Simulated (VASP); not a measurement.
# SrTiO3 in VASP: further runs, part 2 of 2

VASP 6.6.1.

### Step 4. Single point, PBE

This run uses another cell than the first one, of 12.55 Å³/atom, 1.030 times its volume.

Input file INCAR:

```
SYSTEM = SrTiO3
  ALGO = Normal
  EDIFF = 1E-6
  ENCUT = 520
  GGA = PE
  ISIF = 2
  ISMEAR = 0
  LASPH = .True.
  LCHARG = .False.
  LREAL = .False.
  LWAVE = .False.
  NBANDS = 51
  NELM = 100
  PREC = Accurate
  SIGMA = 0.05
```

Input file KPOINTS:

```
k-points
0
Gamma
  8 8 8
  0 0 0
```

Input file POSCAR:

```
SrTiO3
1.0
   -2.8053535763      2.8053535763      3.9861946828
    2.8053535763     -2.8053535763      3.9861946828
    2.8053535763      2.8053535763     -3.9861946828
Sr Ti O
2 2 6
Direct
    0.7500000000      0.2500000000      0.5000000000
    0.2500000000      0.7500000000      0.5000000000
    0.0000000000      0.0000000000      0.0000000000
    0.5000000000      0.5000000000      0.0000000000
    0.2500000000      0.2500000000      0.0000000000
    0.7500000000      0.7500000000      0.0000000000
    0.7280787197      0.2280787197      0.9561574394
    0.2280787197      0.2719212803      0.5000000000
    0.2719212803      0.7719212803      0.0438425606
    0.7719212803      0.7280787197      0.5000000000
```

Potentials or basis: VASP PAW PBE potentials, release 64 (Sr_sv, Ti_sv, O).

Command:

```console
$ cat potpaw_PBE.64/Sr_sv/POTCAR potpaw_PBE.64/Ti_sv/POTCAR potpaw_PBE.64/O/POTCAR > POTCAR
$ mpirun -np 1 vasp_std > vasp.out
```

OUTCAR:

```text
SYSTEM = SrTiO3
   EDIFF = 1E-6
   ENCUT = 520
   GGA = PE
   ISIF = 2
   ISMEAR = 0
   LASPH = .True.
   LREAL = .False.
   NELM = 100
   PREC = Accurate

 ion  position               nearest neighbor table
   1  0.750  0.250  0.500-   7 2.69   8 2.69   9 2.69  10 2.69   5 2.81   6 2.81   6 2.81   5 2.81
                            10 2.94   9 2.94   8 2.94   7 2.94   4 3.44   3 3.44   4 3.44   4 3.44
   2  0.250  0.750  0.500-   7 2.69   8 2.69   9 2.69  10 2.69   5 2.81   6 2.81   5 2.81   6 2.81
                             9 2.94  10 2.94   8 2.94   7 2.94   4 3.44   3 3.44   4 3.44   3 3.44
   3  0.000  0.000  0.000-   7 1.99   8 1.99   9 1.99  10 1.99   5 1.99   6 1.99   1 3.44   2 3.44
                             1 3.44   1 3.44   2 3.44   2 3.44   1 3.44   2 3.44
   4  0.500  0.500  0.000-   7 1.99   9 1.99  10 1.99   8 1.99   5 1.99   6 1.99   1 3.44   2 3.44
                             2 3.44   1 3.44   2 3.44   1 3.44   2 3.44   1 3.44
   5  0.250  0.250  0.000-   3 1.99   4 1.99   1 2.81   2 2.81   2 2.81   1 2.81
   6  0.750  0.750  0.000-   3 1.99   4 1.99   1 2.81   2 2.81   1 2.81   2 2.81
   7  0.728  0.228  0.956-   3 1.99   4 1.99   1 2.69   2 2.69   2 2.94   1 2.94
   8  0.228  0.272  0.500-   4 1.99   3 1.99   1 2.69   2 2.69   1 2.94   2 2.94
   9  0.272  0.772  0.044-   3 1.99   4 1.99   1 2.69   2 2.69   2 2.94   1 2.94
[... 215 lines left out ...]
      2     -52.9823      2.00000
      3     -29.2472      2.00000
      4     -29.2451      2.00000
      5     -29.2451      2.00000
      6     -29.1987      2.00000
[... 1285 lines left out ...]
     50      10.2341      0.00000
     51      11.1431      0.00000

 [... further k-points ...]
[... 5 lines left out ...]
  --------------------------------------------------------------------------------------
  -------------------------------------------------------------------------------------
  Total       -3.2791861     -3.2791861     -3.3309822      0.0000000     -0.0000000      0.0000000
  in kB      -41.8680703    -41.8680703    -42.5293934      0.0000000     -0.0000000      0.0000000
  external PRESSURE =     -42.0885113 kB  Pullay stress =       0.0000000 kB

 VOLUME and BASIS-vectors are now :
 -----------------------------------------------------------------------------
  energy-cutoff  :      520.00
  volume of cell :      125.49
      direct lattice vectors                 reciprocal lattice vectors
    -2.805353576  2.805353576  3.986194683     0.000000000  0.178230653  0.125432910
     2.805353576 -2.805353576  3.986194683     0.178230653  0.000000000  0.125432910
     2.805353576  2.805353576 -3.986194683     0.178230653  0.178230653  0.000000000

 POSITION                                       TOTAL-FORCE (eV/Angst)
 -----------------------------------------------------------------------------------
      0.00000      2.80535      1.99310        -0.000000     -0.000000      0.000000
      2.80535      0.00000      1.99310        -0.000000      0.000000      0.000000
      0.00000      0.00000      0.00000        -0.000000      0.000000      0.000000
      0.00000      0.00000      3.98619        -0.000000      0.000000      0.000000
      0.00000      0.00000      1.99310        -0.000000      0.000000      0.000000
      0.00000      0.00000      5.97929        -0.000000     -0.000000      0.000000
      1.27968      4.08504      0.00000         0.014385      0.014385     -0.000000
      1.52567      1.27968      0.00000        -0.014385      0.014385      0.000000
      1.52567     -1.27968      3.98619        -0.014385     -0.014385      0.000000
      1.27968      1.52567      3.98619         0.014385     -0.014385      0.000000
 -----------------------------------------------------------------------------------
    total drift:                               -0.000000      0.000000      0.000000

  FREE ENERGIE OF THE ION-ELECTRON SYSTEM (eV)
  ---------------------------------------------------
  free  energy   TOTEN  =       -80.1751723533 eV

  energy  without entropy=      -80.1751723533  energy(sigma->0) =      -80.17517235
```

OSZICAR:

```text
N       E                     dE             d eps       ncg     rms          rms(c)
DAV:   1     0.972416162321E+03    0.97242E+03   -0.40005E+04  6018   0.170E+03
DAV:   2     0.466508381559E+02   -0.92577E+03   -0.87230E+03  6641   0.490E+02
DAV:   3    -0.938515964366E+02   -0.14050E+03   -0.13768E+03  7796   0.182E+02
DAV:   4    -0.101028736272E+03   -0.71771E+01   -0.71581E+01  9020   0.409E+01
DAV:   5    -0.101356378324E+03   -0.32764E+00   -0.32732E+00  8740   0.694E+00    0.355E+01
DAV:   6    -0.799643716705E+02    0.21392E+02   -0.11544E+02  8910   0.694E+01    0.210E+01
DAV:   7    -0.804190150655E+02   -0.45464E+00   -0.20338E+01  8079   0.257E+01    0.147E+01
DAV:   8    -0.802413000430E+02    0.17772E+00   -0.29482E+00  8460   0.136E+01    0.453E+00
DAV:   9    -0.801879997866E+02    0.53300E-01   -0.71664E-01  8306   0.548E+00    0.141E+00
DAV:  10    -0.802026076652E+02   -0.14608E-01   -0.29244E-01  7246   0.252E+00    0.145E+00
DAV:  11    -0.801747347638E+02    0.27873E-01   -0.69655E-02  8080   0.209E+00    0.176E-01
DAV:  12    -0.801752228817E+02   -0.48812E-03   -0.95975E-03  7604   0.436E-01    0.115E-01
DAV:  13    -0.801755271122E+02   -0.30423E-03   -0.25723E-03  8412   0.431E-01    0.174E-01
DAV:  14    -0.801751835834E+02    0.34353E-03   -0.15295E-03  8534   0.298E-01    0.487E-02
DAV:  15    -0.801751929611E+02   -0.93777E-05   -0.15229E-04  7067   0.603E-02    0.381E-02
DAV:  16    -0.801751737360E+02    0.19225E-04   -0.12823E-04  8243   0.793E-02    0.146E-02
DAV:  17    -0.801751724227E+02    0.13133E-05   -0.12351E-05  6707   0.248E-02    0.456E-03
DAV:  18    -0.801751723533E+02    0.69419E-07   -0.60047E-07  3776   0.510E-03
   1 F= -.80175172E+02 E0= -.80175172E+02  d E =-.224132E-20
```

Wall time 5 min (1 thread of Intel Xeon 6975P-C (Granite Rapids), shared host); peak memory 0.46 GiB.

What came out:

```yaml
Free_energy: -80.1752 eV
Pressure: -4.2 GPa
Largest_force: 0.020 eV/Å
Band_gap_on_the_k_mesh: 1.83 eV, indirect (the least direct gap lies 2.6 meV higher)
```

Forces on the atoms (eV/Å):
```
Sr   0.000  0.000  0.000
Sr   0.000  0.000  0.000
Ti   0.000  0.000  0.000
Ti   0.000  0.000  0.000
O    0.000  0.000  0.000
O    0.000  0.000  0.000
O    0.014  0.014  0.000
O   -0.014  0.014  0.000
O   -0.014 -0.014  0.000
O    0.014 -0.014  0.000
```

Levels at points of the mesh, in eV from the valence-band top:
```
           k point  band 37  band 38  band 39  band 40  band 41  band 42  band 43  band 44
(0.00, 0.00, 0.00)    -0.32    -0.11     0.00     0.00     1.84     1.84     1.85     3.79
(0.50, 0.00, 0.00)    -0.73    -0.73    -0.53    -0.53     3.15     3.15     3.20     3.20
(0.50, 0.50, 0.00)    -1.35    -0.68    -0.68    -0.05     1.95     3.47     3.50     3.51
(0.50, 0.50, 0.50)    -1.42    -0.63    -0.63    -0.07     1.98     3.45     3.45     3.62
```

A k mesh can miss the band edges. As with any semilocal functional, this PBE gap is likely too small.

### Step 5. Single point, PBE

This run uses another cell than the first one, of 12.92 Å³/atom, 1.061 times its volume.

Input file INCAR:

```
SYSTEM = SrTiO3
PREC = Accurate ; ENCUT = 520
EDIFF = 1E-7 ; ISMEAR = 0
SIGMA = 0.05 ; LREAL = .False.
LASPH = .True. ; NELM = 60
ALGO = Normal ; ISIF = 2
LWAVE = .False. ; LCHARG = .False.
GGA = PE ; NBANDS = 51
```

Input file KPOINTS:

```
regular mesh
0
Gamma
  8 8 8
  0 0 0
```

Changes to POSCAR since step 4:

```diff
@@ -2,5 +2,5 @@
 1.0
-   -2.8053535763      2.8053535763      3.9861946828
-    2.8053535763     -2.8053535763      3.9861946828
-    2.8053535763      2.8053535763     -3.9861946828
+   -2.8331293543      2.8331293543      4.0256619569
+    2.8331293543     -2.8331293543      4.0256619569
+    2.8331293543      2.8331293543     -4.0256619569
 Sr Ti O
```

Command:

```console
$ cat potpaw_PBE.64/Sr_sv/POTCAR potpaw_PBE.64/Ti_sv/POTCAR potpaw_PBE.64/O/POTCAR > POTCAR
$ mpirun -np 1 vasp_std > vasp.out
```

Run time: 5.2 min. Hardware: 1 thread of Intel Xeon 6975P-C (Granite Rapids), shared host; peak memory 0.47 GiB.

Results (log left out):

```yaml
Free_energy: -80.0303 eV
Pressure: -8.4 GPa
Largest_force: 0.035 eV/Å
Band_gap_on_the_k_mesh: 1.77 eV, indirect (the least direct gap lies 2.3 meV higher)
```

Forces in eV/Å, atoms in the order of the input:
```
Sr   0.000  0.000  0.000
Sr   0.000  0.000  0.000
Ti   0.000  0.000  0.000
Ti   0.000  0.000  0.000
O    0.000  0.000  0.000
O    0.000  0.000  0.000
O    0.025  0.025  0.000
O   -0.025  0.025  0.000
O   -0.025 -0.025  0.000
O    0.025 -0.025  0.000
```

Stress tensor (GPa, compression positive):
```
-8.32  0.00  0.00
 0.00 -8.32  0.00
 0.00  0.00 -8.45
```

Levels at points of the mesh, in eV from the valence-band top:
```
           k point  band 38  band 39  band 40  band 41  band 42  band 43
(0.00, 0.00, 0.00)    -0.10     0.00     0.00     1.77     1.77     1.79
(0.50, 0.00, 0.00)    -0.71    -0.51    -0.51     3.02     3.02     3.07
(0.50, 0.50, 0.00)    -0.68    -0.67    -0.04     1.88     3.32     3.35
(0.50, 0.50, 0.50)    -0.63    -0.63    -0.07     1.91     3.30     3.30
```

### Step 6. Summary

```csv
cell,gap on the mesh (eV),pressure (GPa),largest force (eV/Å)
"a = 5.550, b = 5.550, c = 5.534 Å, angles 119.8, 119.8, 89.3°, 10 atoms",1.87,0.7,0.03
"a = 5.532, b = 5.532, c = 5.500 Å, angles 119.5, 119.5, 88.9°, 10 atoms",1.82,0.9,0.06
"a = 5.624 Å, angles 120.2, 120.2, 89.7°, 10 atoms",1.83,-4.2,0.02
"a = 5.680 Å, angles 120.2, 120.2, 89.7°, 10 atoms",1.77,-8.4,0.03
```

Alike in all rows: task single point; level PBE; potentials or basis VASP PAW PBE potentials, release 64 (Sr_sv, Ti_sv, O); no spin polarisation; k mesh 8 × 8 × 8; cutoff (eV) 520; smearing gaussian 0.05 eV.

Absolute energies hang on the potentials; compare differences alone.
